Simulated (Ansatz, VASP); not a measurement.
# Si4O: VASP beside Ansatz

INCAR

```
SYSTEM = Si4O
  ALGO = Normal
  DIPOL = 0.5 0.5 0.327
  EDIFF = 1E-6
  ENCUT = 520
  GGA = PE
  IDIPOL = 3
  ISIF = 2
  ISMEAR = 0
  ISPIN = 2
  IVDW = 12
  LASPH = .True.
  LCHARG = .False.
  LDIPOL = .True.
  LORBIT = 11
  LREAL = .False.
  LWAVE = .False.
  MAGMOM = 0 0 0 0 2
  NBANDS = 23
  NELM = 150
  PREC = Accurate
  SIGMA = 0.05
```

Contents of KPOINTS:

```
k-points
0
Gamma
  7 7 1
  0 0 0
```

POSCAR

```
Si4O
1.0
    3.8333442603      0.0000000000      0.0000000000
    0.0000000000      3.8333442603      0.0000000000
    0.0000000000      0.0000000000     21.1034818054
Si O
4 1
Direct
    0.0000000000      0.5000000000      0.1895421825
    0.0000000000      0.0000000000      0.2537634268
    0.5000000000      0.0000000000      0.3207061911
    0.5000000000      0.5000000000      0.3839879068
    0.6250000000      0.5000000000      0.4882361072
```

Input for Ansatz:

```yaml
crystal:
  lattice:
    - [3.8333442603, 0.0, 0.0]
    - [0.0, 3.8333442603, 0.0]
    - [0.0, 0.0, 21.1034818054]
  atoms:
    - { symbol: Si, position: [0.0, 0.5, 0.1895421825] }
    - { symbol: Si, position: [0.0, 0.0, 0.2537634268] }
    - { symbol: Si, position: [0.5, 0.0, 0.3207061911] }
    - { symbol: Si, position: [0.5, 0.5, 0.3839879068] }
    - { symbol: O, position: [0.625, 0.5, 0.4882361072], spin: 2.0 }
basis:
  ecutwfc: 420
kpoints:
  mp_grid: { grid: [7, 7, 1] }
hamiltonian:
  xc: pbe
  pseudopotentials: { kind: paw, azcp: { folder: soft_1 } }
  dispersion: d3bj
scf:
  occupations: { method: gaussian, width: 0.05 }
output:
  forces: true
  eigenvalues: true
  populations: true
magnetization:
  spin_polarized: true
efield:
  axis: 3
  dipole_correction: true
  ramp_width: 0.04
```

Alike in both runs: task single point; functional PBE; dispersion D3(BJ); k mesh 7 × 7 × 1; occupations gaussian, width 0.05 eV; collinear spin.

|  | VASP | Ansatz |
| --- | --- | --- |
| version | VASP 6.6.1 | Ansatz 0.2.0 |
| potentials or method | VASP PAW PBE potentials, release 64 (Si, O), cutoff 520 eV | scalar-relativistic, plane waves, PAW |
| valence electrons in the cell | 22 | 22 |

Ansatz gave:

- gap on the k mesh at the Fermi level (eV): none
- rms of the force components (eV/Å): 1.507
- net moment per atom (μB): 0.18
- size of the moment on the site where the two differ most (μB): 0.87

Task: Estimate VASP's values.

Result: gap on the k mesh at the Fermi level (eV): none; rms of the force components (eV/Å): 1.495; net moment per atom (μB): 0.18; size of the moment on the site where the two differ most (μB): 0.77.

Site moments also hang on the region over which each program counts them. Atom by atom the forces differ by 0.013 eV/Å (rms over components). A gap of «none» marks a metal or a gap that the smearing closes.
